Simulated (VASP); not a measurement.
# Pb (P6_3/mmc) in VASP: further runs, part 2 of 2

VASP 6.6.1. Earlier steps stand in the parts before.

## 3. Single point, BLYP (36.17 Å³/atom)

This run uses another cell than the first one, of 36.17 Å³/atom.

Input file INCAR:

```
  PREC = Accurate
  ENCUT = 520
  EDIFF = 1E-6
  ISMEAR = -1
  SIGMA = 0.1
  LREAL = F
  LASPH = T
  NELM = 80
  ALGO = Normal
  ISIF = 2
  LWAVE = F
  LCHARG = F
  GGA = B5
  ALDAX = 1.0
  AGGAX = 1.0
  AGGAC = 1.0
  ALDAC = 0.0
  NBANDS = 21
```

Input file KPOINTS:

```
regular mesh
0
Gamma
  11 11 6
```

Input file POSCAR:

```
Pb
1.0
    3.7002556967      0.0000000000      0.0000000000
   -1.8501278484      3.2045154338      0.0000000000
    0.0000000000      0.0000000000      6.1012453696
Pb
2
Direct
    0.3333333333      0.6666666667      0.2500000000
    0.6666666667      0.3333333333      0.7500000000
```

Potentials or basis: VASP PAW PBE potentials, release 64 (Pb_d).

Launch:

```bash
$ cat potpaw_PBE.64/Pb_d/POTCAR > POTCAR
$ mpirun -np 1 vasp_std > vasp.out
```

OUTCAR:

```text
PREC = Accurate
   ENCUT = 520
   EDIFF = 1E-6
   ISMEAR = -1
   LREAL = F
   LASPH = T
   NELM = 80
   ISIF = 2
   GGA = B5

 ion  position               nearest neighbor table
   1  0.333  0.667  0.250-   2 3.72   2 3.72   2 3.72   2 3.72   2 3.72   2 3.72
   2  0.667  0.333  0.750-   1 3.72   1 3.72   1 3.72   1 3.72   1 3.72   1 3.72

  LATTYP: Found a hexagonal cell.
 ALAT       =     3.7002556967
 C/A-ratio  =     1.6488712861

  Lattice vectors:

 A1 = (   3.7002556967,   0.0000000000,   0.0000000000)
 A2 = (  -1.8501278484,   3.2045154338,   0.0000000000)
 A3 = (   0.0000000000,   0.0000000000,   6.1012453696)

Analysis of symmetry for initial positions (statically):
=====================================================================
 Subroutine PRICEL returns:
 Original cell was already a primitive cell.

 Routine SETGRP: Setting up the symmetry group for a
 hexagonal supercell.

 Subroutine GETGRP returns: Found 24 space group operations
 (whereof 12 operations were pure point group operations)
 out of a pool of 24 trial point group operations.

The static configuration has the point symmetry D_3d.
 The point group associated with its full space group is D_6h.

Analysis of symmetry for dynamics (positions and initial velocities):
=====================================================================
 Subroutine PRICEL returns:
 Original cell was already a primitive cell.

 Routine SETGRP: Setting up the symmetry group for a
 hexagonal supercell.

 Subroutine GETGRP returns: Found 24 space group operations
 (whereof 12 operations were pure point group operations)
 out of a pool of 24 trial point group operations.

The dynamic configuration has the point symmetry D_3d.
 The point group associated with its full space group is D_6h.

 Subroutine INISYM returns: Found 24 space group operations
 (whereof 12 operations are pure point group operations),
 and found     1 'primitive' translations

----------------------------------------------------------------------------------------

                                     Primitive cell

  volume of cell :      72.3457

  direct lattice vectors                    reciprocal lattice vectors
     3.700255697  0.000000000  0.000000000     0.270251594  0.156029831  0.000000000
    -1.850127848  3.204515434  0.000000000     0.000000000  0.312059661  0.000000000
     0.000000000  0.000000000  6.101245370     0.000000000  0.000000000  0.163900964

  length of vectors
     3.700255697  3.700255697  6.101245370     0.312059661  0.312059661  0.163900964

  position of ions in fractional coordinates (direct lattice)
     0.333333333  0.666666667  0.250000000
     0.666666667  0.333333333  0.750000000

  ion indices of the primitive-cell ions
   primitive index   ion index
                 1           1
                 2           2

----------------------------------------------------------------------------------------

 KPOINTS: regular mesh

Automatic generation of k-mesh.
 Grid dimensions read from file:
 generate k-points for:   11   11    6

 Generating k-lattice:

  Cartesian coordinates                     Fractional coordinates (reciprocal lattice)
     0.024568327  0.014184530  0.000000000     0.090909091 -0.000000000  0.000000000
     0.000000000  0.028369060  0.000000000     0.000000000  0.090909091  0.000000000
     0.000000000  0.000000000  0.027316827     0.000000000  0.000000000  0.166666667

  Length of vectors
     0.028369060  0.028369060  0.027316827

  Shift w.r.t. Gamma in fractional coordinates (k-lattice)
     0.000000000  0.000000000  0.000000000

 Subroutine IBZKPT returns following result:
 ===========================================

 Found     64 irreducible k-points:

 Following reciprocal coordinates:
            Coordinates               Weight
  0.000000  0.000000  0.000000      1.000000
  0.090909  0.000000  0.000000      6.000000
  0.181818  0.000000  0.000000      6.000000
  0.272727  0.000000  0.000000      6.000000
  0.363636  0.000000  0.000000      6.000000
  0.454545  0.000000  0.000000      6.000000
[... 16 lines left out ...]
  0.090909  0.090909  0.166667     12.000000
  0.181818  0.090909  0.166667     24.000000
 [... further k-points ...]
   k-points           NKPTS =     64   k-points in BZ     NKDIM =     64   number of bands    NBANDS=     21
   number of dos      NEDOS =    301   number of ions     NIONS =      2
   total plane-waves  NPLWV =  37632
   dimension x,y,z NGX =    28 NGY =   28 NGZ =   48
   dimension x,y,z NGXF=    56 NGYF=   56 NGZF=   96
   ions per type =               2
   NGX,Y,Z   is equivalent  to a cutoff of  12.58, 12.58, 13.08 a.u.
   NGXF,Y,Z  is equivalent  to a cutoff of  25.16, 25.16, 26.16 a.u.
 SYSTEM =  unknown system
   PREC   = accura    normal or accurate (medium, high low for compatibility)
   ISTART =      0    job   : 0-new  1-cont  2-samecut
   ICHARG =      2    charge: 1-file 2-atom 10-const
   ISPIN  =      1    spin polarized calculation?
   LNONCOLLINEAR =      F non collinear calculations
   LSORBIT =      F    spin-orbit coupling
   LASPH  =      T    aspherical Exc in radial PAW
   ENCUT  =  520.0 eV  38.22 Ry    6.18 a.u.   6.88  6.88 11.34*2*pi/ulx,y,z
   NELM   =     80;   NELMIN=  2; NELMDL= -5     # of ELM steps
   EDIFF  = 0.1E-05   stopping-criterion for ELM
   LREAL  =      F    real-space projection
   EDIFFG = 0.1E-04   stopping-criterion for IOM
   NSW    =      0    number of steps for IOM
   IBRION =     -1    ionic relax: 0-MD 1-quasi-New 2-CG
   NFREE  =      0    steps in history (QN), initial steepest desc. (CG)
   ISIF   =      2    stress and relaxation
   ISYM   =      2    0-nonsym 1-usesym 2-fastsym
   POTIM  = 0.5000    time-step for ionic-motion
   TEBEG  =    0.0;   TEEND  =   0.0 temperature during run
   PSTRESS=    0.0 pullay stress
   NELECT =      28.0000    total number of electrons
   NUPDOWN=      -1.0000    fix difference up-down
   EMIN   =  10.00;   EMAX   =-10.00  energy-range for DOS
   EFERMI =   0.00;   METHOD = LEGACY
   ISMEAR =    -1;   SIGMA  =   0.10  broadening in eV -4-tet -1-fermi 0-gaus
   EFERMI_NEDOS =   21; number of points for ismear=-14 and -15
   IALGO  =     38    algorithm
   IMIX   =      4    mixing-type and parameters
     AMIX     =   0.40;   BMIX     =  1.00
     AMIX_MAG =   1.60;   BMIX_MAG =  1.00
  volume/ion in A,a.u.               =      36.17       244.11
  Fermi-wavevector in a.u.,A,eV,Ry     =   1.193045  2.254527 19.365923  1.423355
  Thomas-Fermi vector in A             =   2.329068
   LORBIT       =      0    0 simple, 1 ext, 2 COOP (PROOUT), +10 PAW based schemes
   GGA     = B5    functional components
   LHFCALC =     F    Hartree Fock is set to
   AEXX    =    0.0000 exact exchange contribution
   IVDW    =     0    specifies the selected vdW correction
   LEPSILON=     F    determine dielectric tensor
   LRPA    =     F    only Hartree local field effects (RPA)
 non-spin polarized calculation
  energy-cutoff  :      520.00
  volume of cell :       72.35
 maximum number of plane-waves:      1967
 NGX is ok and might be reduce to    28
   NGX = 13   NGY = 13   NGZ = 23

 number of electron      28.0000000 magnetization

 Free energy of the ion-electron system (eV)
  ---------------------------------------------------
  ext. energy  EPLUGINS =         0.00000000
  ---------------------------------------------------
  free energy    TOTEN  =        -5.72231973 eV

  energy without entropy =       -5.67448209  energy(sigma->0) =       -5.69840091

 E-fermi :   5.9212     XC(G=0):  -8.7973

 val. band max:        5.8889955427   @ k =   0.2727   0.1818   0.1667
 cond. band min:       5.9371079548   @ k =   0.1818   0.1818   0.1667
 fundamental gap:      0.0481124121
 Fermi energy:         5.9212395662

 k-point     1 :       0.0000    0.0000    0.0000
  band No.  band energies     occupation
      1     -11.0619      2.00000
      2     -11.0605      2.00000
      3     -11.0445      2.00000
      4     -11.0445      2.00000
      5     -11.0340      2.00000
      6     -11.0340      2.00000
[... 13 lines left out ...]
     20      14.8395      0.00000
     21      16.2566      0.00000
[... 529 lines left out ...]
 k-point    24 :       0.1818    0.0909    0.1667
  band No.  band energies     occupation
      1     -11.0812      2.00000
      2     -11.0510      2.00000
      3     -11.0453      2.00000
      4     -11.0217      2.00000
      5     -11.0131      2.00000
      6     -10.9885      2.00000
[... 13 lines left out ...]
     20      14.6396      0.00000
     21      15.0756      0.00000

 [... further k-points ...]

------------------------ aborting loop because EDIFF is reached ----------------------------------------

  FORCE on cell =-STRESS in cart. coord.  units (eV):
  Direction    XX          YY          ZZ          XY          YZ          ZX
  --------------------------------------------------------------------------------------
  -------------------------------------------------------------------------------------
  Total       -0.5469152     -0.5469152     -0.5572868      0.0000000      0.0000000      0.0000000
  in kB      -12.1120592    -12.1120592    -12.3417511      0.0000000      0.0000000      0.0000000
  external PRESSURE =     -12.1886231 kB  Pullay stress =       0.0000000 kB

 VOLUME and BASIS-vectors are now :
 -----------------------------------------------------------------------------
  energy-cutoff  :      520.00
  volume of cell :       72.35
      direct lattice vectors                 reciprocal lattice vectors
     3.700255697  0.000000000  0.000000000     0.270251594  0.156029831  0.000000000
    -1.850127848  3.204515434  0.000000000     0.000000000  0.312059661  0.000000000
     0.000000000  0.000000000  6.101245370     0.000000000  0.000000000  0.163900964

 POSITION                                       TOTAL-FORCE (eV/Angst)
 -----------------------------------------------------------------------------------
     -0.00000      2.13634      1.52531        -0.000000     -0.000000      0.000000
      1.85013      1.06817      4.57593         0.000000      0.000000      0.000000
 -----------------------------------------------------------------------------------
    total drift:                               -0.000000      0.000000     -0.000000

  FREE ENERGIE OF THE ION-ELECTRON SYSTEM (eV)
  ---------------------------------------------------
  free  energy   TOTEN  =        -5.7223197346 eV

  energy  without entropy=       -5.6744820950  energy(sigma->0) =       -5.69840091
```

OSZICAR:

```text
N       E                     dE             d eps       ncg     rms          rms(c)
DAV:   1     0.298378914799E+03    0.29838E+03   -0.13978E+04  2688   0.152E+03
DAV:   2     0.154258289987E+02   -0.28295E+03   -0.27600E+03  2703   0.395E+02
DAV:   3    -0.506533243614E+01   -0.20491E+02   -0.20307E+02  3273   0.133E+02
DAV:   4    -0.573607793147E+01   -0.67075E+00   -0.67046E+00  3245   0.286E+01
DAV:   5    -0.577167649649E+01   -0.35599E-01   -0.35598E-01  3639   0.594E+00    0.989E-01
DAV:   6    -0.572888614544E+01    0.42790E-01   -0.88081E-02  3463   0.403E+00    0.369E-01
DAV:   7    -0.572239776936E+01    0.64884E-02   -0.28830E-02  3742   0.224E+00    0.100E-01
DAV:   8    -0.572235426425E+01    0.43505E-04   -0.12996E-03  3553   0.467E-01    0.321E-02
DAV:   9    -0.572231689341E+01    0.37371E-04   -0.11416E-04  3440   0.165E-01    0.797E-03
DAV:  10    -0.572231957231E+01   -0.26789E-05   -0.10706E-05  3089   0.302E-02    0.117E-03
DAV:  11    -0.572231973456E+01   -0.16224E-06   -0.33794E-07  2039   0.739E-03
   1 F= -.57223197E+01 E0= -.56984009E+01  d E =-.478376E-01
```

stdout:

```text
POSCAR found type information on POSCAR Pb
 POSCAR found :  1 types and       2 ions
 scaLAPACK will be used
 -----------------------------------------------------------------------------
|                                                                             |
|                                                                             |
|     You enforced a specific xc type in the INCAR file but a different       |
|     I HOPE YOU KNOW WHAT YOU ARE DOING!                                     |
|                                                                             |
 -----------------------------------------------------------------------------

 LDA part: xc-table for (Slater(with rela. corr.)+VWN5), standard interpolation
 POSCAR, INCAR and KPOINTS ok, starting setup
 FFT: planning ... GRIDC
 FFT: planning ... GRID_SOFT
 FFT: planning ... GRID
 WAVECAR not read
 entering main loop
```

Wall time 31 s (1 thread of Intel Xeon 6975P-C (Granite Rapids), shared host); peak memory 0.22 GiB.

Results:

| Quantity | Value |
| --- | --- |
| Free energy | -5.7223 eV |
| Pressure | -1.2 GPa |
| Band gap on the k mesh | zero (bands 14 and 15 overlap by 5.79 eV) |

Caveat: the PAW data sets were made with another functional, which shifts forces and pressure a little; spin-orbit coupling is left out, which moves the levels of the heavy elements.
